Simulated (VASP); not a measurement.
# CsHfCu3Se4 (P-43m) in VASP: single point with PBE

Aim: the single point of CsHfCu3Se4 with PBE.

Everything below comes from runs of VASP 6.6.1. Logs are shortened: lines on timing, memory, paths and dates and some standing lists are left out, and cuts for length are marked.

## Step 1: The cell of the first run

Symmetry: P-43m, No. 215, cubic system. The conventional cell has a = 6.422 Å, b = 6.422 Å, c = 6.422 Å, α = 90.00°, β = 90.00°, γ = 90.00°. Within 4.1 Å of Cs (site symmetry -43m) lie 4 Se at 3.10 Å. Hf (site symmetry -43m) has 4 Se at 2.46 Å within 3.2 Å. Within 3.5 Å of Cu (site symmetry -42m) lie 4 Se at 2.69 Å and 2 Hf at 3.21 Å. Within 3.2 Å of Se (site symmetry 3m) lie 1 Hf at 2.46 Å and 3 Cu at 2.69 Å and 1 Cs at 3.10 Å.

## Step 2: Single point, PBE

INCAR

```
PREC     = Accurate       # precision mode
ENCUT    = 520            # plane-wave cutoff, eV
EDIFF    = 1E-6           # SCF threshold, eV
ISMEAR   = -1             # smearing method
SIGMA    = 0.1            # smearing width, eV
LREAL    = F              # projectors in reciprocal space
LASPH    = T              # aspherical terms in the spheres
NELM     = 80             # most SCF steps
ALGO     = Normal         # electronic algorithm
ISIF     = 2              # what is computed and relaxed
LWAVE    = F              # write WAVECAR
LCHARG   = F              # write CHGCAR
GGA      = PE             # functional
NBANDS   = 48             # bands
```

KPOINTS

```
regular mesh
0
Gamma
  3 3 3
```

POSCAR

```
CsHfCu3Se4
1.0
    6.4220100000      0.0000000000      0.0000000000
    0.0000000000      6.4220100000      0.0000000000
    0.0000000000      0.0000000000      6.4220100000
Cs Hf Cu Se
1 1 3 4
Direct
    0.5000000000      0.5000000000      0.5000000000
    0.0000000000      0.0000000000      0.0000000000
    0.0000000000      0.5000000000      0.0000000000
    0.0000000000      0.0000000000      0.5000000000
    0.5000000000      0.0000000000      0.0000000000
    0.2209400001      0.2209400001      0.2209400001
    0.7790599999      0.7790599999      0.2209400001
    0.2209400001      0.7790599999      0.7790599999
    0.7790599999      0.2209400001      0.7790599999
```

Potentials or basis: VASP PAW PBE potentials, release 64 (Cs_sv, Hf_pv, Cu, Se).

Started as:

```sh
> cat potpaw_PBE.64/Cs_sv/POTCAR potpaw_PBE.64/Hf_pv/POTCAR potpaw_PBE.64/Cu/POTCAR potpaw_PBE.64/Se/POTCAR > POTCAR
> mpirun -np 1 vasp_std > vasp.out
```

OUTCAR:

```text
PREC = Accurate
   ENCUT = 520
   EDIFF = 1E-6
   ISMEAR = -1
   LREAL = F
   LASPH = T
   NELM = 80
   ISIF = 2
   GGA = PE

 ion  position               nearest neighbor table
   1  0.500  0.500  0.500-
   2  0.000  0.000  0.000-   6 2.46   7 2.46   8 2.46   9 2.46   4 3.21   5 3.21   3 3.21   4 3.21
                             3 3.21   5 3.21
   3  0.000  0.500  0.000-   6 2.69   7 2.69   8 2.69   9 2.69   2 3.21   2 3.21
   4  0.000  0.000  0.500-   6 2.69   7 2.69   8 2.69   9 2.69   2 3.21   2 3.21
   5  0.500  0.000  0.000-   6 2.69   7 2.69   8 2.69   9 2.69   2 3.21   2 3.21
   6  0.221  0.221  0.221-   2 2.46   3 2.69   4 2.69   5 2.69
   7  0.779  0.779  0.221-   2 2.46   3 2.69   4 2.69   5 2.69
   8  0.221  0.779  0.779-   2 2.46   3 2.69   4 2.69   5 2.69
   9  0.779  0.221  0.779-   2 2.46   3 2.69   4 2.69   5 2.69

  LATTYP: Found a simple cubic cell.
 ALAT       =     6.4220100000

  Lattice vectors:

 A1 = (   6.4220100000,   0.0000000000,   0.0000000000)
 A2 = (   0.0000000000,   6.4220100000,   0.0000000000)
 A3 = (   0.0000000000,   0.0000000000,   6.4220100000)

Analysis of symmetry for initial positions (statically):
=====================================================================
 Subroutine PRICEL returns:
 Original cell was already a primitive cell.

 Routine SETGRP: Setting up the symmetry group for a
 simple cubic supercell.

 Subroutine GETGRP returns: Found 24 space group operations
 (whereof 24 operations were pure point group operations)
 out of a pool of 48 trial point group operations.

The static configuration has the point symmetry T_d .

Analysis of symmetry for dynamics (positions and initial velocities):
=====================================================================
 Subroutine PRICEL returns:
 Original cell was already a primitive cell.

 Routine SETGRP: Setting up the symmetry group for a
 simple cubic supercell.

 Subroutine GETGRP returns: Found 24 space group operations
 (whereof 24 operations were pure point group operations)
 out of a pool of 48 trial point group operations.

The dynamic configuration has the point symmetry T_d .

 Subroutine INISYM returns: Found 24 space group operations
 (whereof 24 operations are pure point group operations),
 and found     1 'primitive' translations

----------------------------------------------------------------------------------------

                                     Primitive cell

  volume of cell :     264.8579

  direct lattice vectors                    reciprocal lattice vectors
     6.422010000  0.000000000  0.000000000     0.155714488  0.000000000  0.000000000
     0.000000000  6.422010000  0.000000000     0.000000000  0.155714488  0.000000000
     0.000000000  0.000000000  6.422010000     0.000000000  0.000000000  0.155714488

  length of vectors
     6.422010000  6.422010000  6.422010000     0.155714488  0.155714488  0.155714488

  position of ions in fractional coordinates (direct lattice)
     0.500000000  0.500000000  0.500000000
     0.000000000  0.000000000  0.000000000
     0.000000000  0.500000000  0.000000000
     0.000000000  0.000000000  0.500000000
     0.500000000  0.000000000  0.000000000
     0.220940000  0.220940000  0.220940000
     0.779060000  0.779060000  0.220940000
     0.220940000  0.779060000  0.779060000
     0.779060000  0.220940000  0.779060000

  ion indices of the primitive-cell ions
   primitive index   ion index
                 1           1
                 2           2
                 3           3
                 4           4
                 5           5
                 6           6
                 7           7
                 8           8
                 9           9

----------------------------------------------------------------------------------------

 KPOINTS: regular mesh

Automatic generation of k-mesh.
 Grid dimensions read from file:
 generate k-points for:    3    3    3

 Generating k-lattice:

  Cartesian coordinates                     Fractional coordinates (reciprocal lattice)
     0.051904829  0.000000000  0.000000000     0.333333333  0.000000000  0.000000000
     0.000000000  0.051904829  0.000000000     0.000000000  0.333333333  0.000000000
     0.000000000  0.000000000  0.051904829     0.000000000  0.000000000  0.333333333

  Length of vectors
     0.051904829  0.051904829  0.051904829

  Shift w.r.t. Gamma in fractional coordinates (k-lattice)
     0.000000000  0.000000000  0.000000000

 Subroutine IBZKPT returns following result:
 ===========================================

 Found      4 irreducible k-points:

 Following reciprocal coordinates:
            Coordinates               Weight
  0.000000  0.000000  0.000000      1.000000
  0.333333  0.000000  0.000000      6.000000
  0.333333  0.333333  0.000000     12.000000
  0.333333  0.333333  0.333333      8.000000
   k-points           NKPTS =      4   k-points in BZ     NKDIM =      4   number of bands    NBANDS=     48
   number of dos      NEDOS =    301   number of ions     NIONS =      9
   total plane-waves  NPLWV = 110592
   dimension x,y,z NGX =    48 NGY =   48 NGZ =   48
   dimension x,y,z NGXF=    96 NGYF=   96 NGZF=   96
   ions per type =               1   1   3   4
   NGX,Y,Z   is equivalent  to a cutoff of  12.43, 12.43, 12.43 a.u.
   NGXF,Y,Z  is equivalent  to a cutoff of  24.85, 24.85, 24.85 a.u.
 SYSTEM =  unknown system
   PREC   = accura    normal or accurate (medium, high low for compatibility)
   ISTART =      0    job   : 0-new  1-cont  2-samecut
   ICHARG =      2    charge: 1-file 2-atom 10-const
   ISPIN  =      1    spin polarized calculation?
   LNONCOLLINEAR =      F non collinear calculations
   LSORBIT =      F    spin-orbit coupling
   LASPH  =      T    aspherical Exc in radial PAW
   ENCUT  =  520.0 eV  38.22 Ry    6.18 a.u.  11.94 11.94 11.94*2*pi/ulx,y,z
   NELM   =     80;   NELMIN=  2; NELMDL= -5     # of ELM steps
   EDIFF  = 0.1E-05   stopping-criterion for ELM
   LREAL  =      F    real-space projection
   EDIFFG = 0.1E-04   stopping-criterion for IOM
   NSW    =      0    number of steps for IOM
   IBRION =     -1    ionic relax: 0-MD 1-quasi-New 2-CG
   NFREE  =      0    steps in history (QN), initial steepest desc. (CG)
   ISIF   =      2    stress and relaxation
   ISYM   =      2    0-nonsym 1-usesym 2-fastsym
   POTIM  = 0.5000    time-step for ionic-motion
   TEBEG  =    0.0;   TEEND  =   0.0 temperature during run
   PSTRESS=    0.0 pullay stress
   NELECT =      76.0000    total number of electrons
   NUPDOWN=      -1.0000    fix difference up-down
   EMIN   =  10.00;   EMAX   =-10.00  energy-range for DOS
   EFERMI =   0.00;   METHOD = LEGACY
   ISMEAR =    -1;   SIGMA  =   0.10  broadening in eV -4-tet -1-fermi 0-gaus
   EFERMI_NEDOS =   21; number of points for ismear=-14 and -15
   IALGO  =     38    algorithm
   IMIX   =      4    mixing-type and parameters
     AMIX     =   0.40;   BMIX     =  1.00
     AMIX_MAG =   1.60;   BMIX_MAG =  1.00
  volume/ion in A,a.u.               =      29.43       198.59
  Fermi-wavevector in a.u.,A,eV,Ry     =   1.079796  2.040519 15.863841  1.165959
  Thomas-Fermi vector in A             =   2.215770
   LORBIT       =      0    0 simple, 1 ext, 2 COOP (PROOUT), +10 PAW based schemes
   GGA     = PE    functional components
   LHFCALC =     F    Hartree Fock is set to
   AEXX    =    0.0000 exact exchange contribution
   IVDW    =     0    specifies the selected vdW correction
   LEPSILON=     F    determine dielectric tensor
   LRPA    =     F    only Hartree local field effects (RPA)
 non-spin polarized calculation
  energy-cutoff  :      520.00
  volume of cell :      264.86
 maximum number of plane-waves:      7151
 NGX is ok and might be reduce to    48
   NGX = 23   NGY = 23   NGZ = 23

 number of electron      76.0000043 magnetization

 Free energy of the ion-electron system (eV)
  ---------------------------------------------------
  ext. energy  EPLUGINS =         0.00000000
  ---------------------------------------------------
  free energy    TOTEN  =       -41.05516963 eV

  energy without entropy =      -41.05193743  energy(sigma->0) =      -41.05355353

 E-fermi :   2.1241     XC(G=0):  -8.3743

 val. band max:        1.4278550463   @ k =   0.3333   0.3333   0.3333
 cond. band min:       2.4578682488   @ k =   0.0000   0.0000   0.0000
 fundamental gap:      1.0300132025
 Fermi energy:         2.1241124356

 k-point     1 :       0.0000    0.0000    0.0000
  band No.  band energies     occupation
      1     -28.8024      2.00000
      2     -28.8024      2.00000
      3     -28.8024      2.00000
      4     -19.2182      2.00000
      5     -11.1342      2.00000
      6     -10.6305      2.00000
[... 40 lines left out ...]
     47       7.2563      0.00000
     48       7.2751      0.00000

 k-point     2 :       0.3333    0.0000    0.0000
  band No.  band energies     occupation
      1     -28.8026      2.00000
      2     -28.8024      2.00000
      3     -28.8024      2.00000
      4     -19.2178      2.00000
      5     -11.1331      2.00000
      6     -10.6291      2.00000
[... 40 lines left out ...]
     47       6.1980      0.00000
     48       6.9679      0.00000

 k-point     3 :       0.3333    0.3333    0.0000
  band No.  band energies     occupation
      1     -28.8026      2.00000
      2     -28.8026      2.00000
      3     -28.8024      2.00000
      4     -19.2174      2.00000
      5     -11.0846      2.00000
      6     -10.7001      2.00000
[... 40 lines left out ...]
     47       6.1765      0.00000
     48       6.9415      0.00000

 k-point     4 :       0.3333    0.3333    0.3333
  band No.  band energies     occupation
      1     -28.8026      2.00000
      2     -28.8026      2.00000
      3     -28.8026      2.00000
      4     -19.2171      2.00000
      5     -11.0114      2.00000
      6     -10.6976      2.00000
[... 40 lines left out ...]
     47       6.5445      0.00000
     48       7.0685      0.00000

------------------------ aborting loop because EDIFF is reached ----------------------------------------

  FORCE on cell =-STRESS in cart. coord.  units (eV):
  Direction    XX          YY          ZZ          XY          YZ          ZX
  --------------------------------------------------------------------------------------
  -------------------------------------------------------------------------------------
  Total        0.9941486      0.9941486      0.9941486      0.0000000     -0.0000000      0.0000000
  in kB        6.0137997      6.0137997      6.0137997      0.0000000     -0.0000000      0.0000000
  external PRESSURE =       6.0137997 kB  Pullay stress =       0.0000000 kB

 VOLUME and BASIS-vectors are now :
 -----------------------------------------------------------------------------
  energy-cutoff  :      520.00
  volume of cell :      264.86
      direct lattice vectors                 reciprocal lattice vectors
     6.422010000  0.000000000  0.000000000     0.155714488  0.000000000  0.000000000
     0.000000000  6.422010000  0.000000000     0.000000000  0.155714488  0.000000000
     0.000000000  0.000000000  6.422010000     0.000000000  0.000000000  0.155714488

 POSITION                                       TOTAL-FORCE (eV/Angst)
 -----------------------------------------------------------------------------------
      3.21101      3.21101      3.21101         0.000000     -0.000000     -0.000000
      0.00000      0.00000      0.00000         0.000000     -0.000000     -0.000000
      0.00000      3.21101      0.00000         0.000000     -0.000000     -0.000000
      0.00000      0.00000      3.21101         0.000000     -0.000000     -0.000000
      3.21101      0.00000      0.00000         0.000000     -0.000000     -0.000000
      1.41888      1.41888      1.41888         0.017958      0.017958      0.017958
      5.00313      5.00313      1.41888        -0.017958     -0.017958      0.017958
      1.41888      5.00313      5.00313         0.017958     -0.017958     -0.017958
      5.00313      1.41888      5.00313        -0.017958      0.017958     -0.017958
 -----------------------------------------------------------------------------------
    total drift:                               -0.000000     -0.000000      0.000000

  FREE ENERGIE OF THE ION-ELECTRON SYSTEM (eV)
  ---------------------------------------------------
  free  energy   TOTEN  =       -41.0551696294 eV

  energy  without entropy=      -41.0519374281  energy(sigma->0) =      -41.05355353
```

Wall time 66 s (1 thread of AMD EPYC 7R43 (Zen 3), shared host); peak memory 0.32 GiB.

Results:

- Free energy: -41.0552 eV
- Pressure: 0.6 GPa
- Largest force: 0.031 eV/Å
- Band gap on the k mesh: 1.03 eV, indirect (least direct gap 1.23 eV)

Forces on the atoms (eV/Å):
```
Cs   0.000  0.000  0.000
Hf   0.000  0.000  0.000
Cu   0.000  0.000  0.000
Cu   0.000  0.000  0.000
Cu   0.000  0.000  0.000
Se   0.018  0.018  0.018
Se  -0.018 -0.018  0.018
Se   0.018 -0.018 -0.018
Se  -0.018  0.018 -0.018
```

Caveat: spin-orbit coupling is left out, which moves the levels of the heavy elements. A k mesh can miss the band edges.
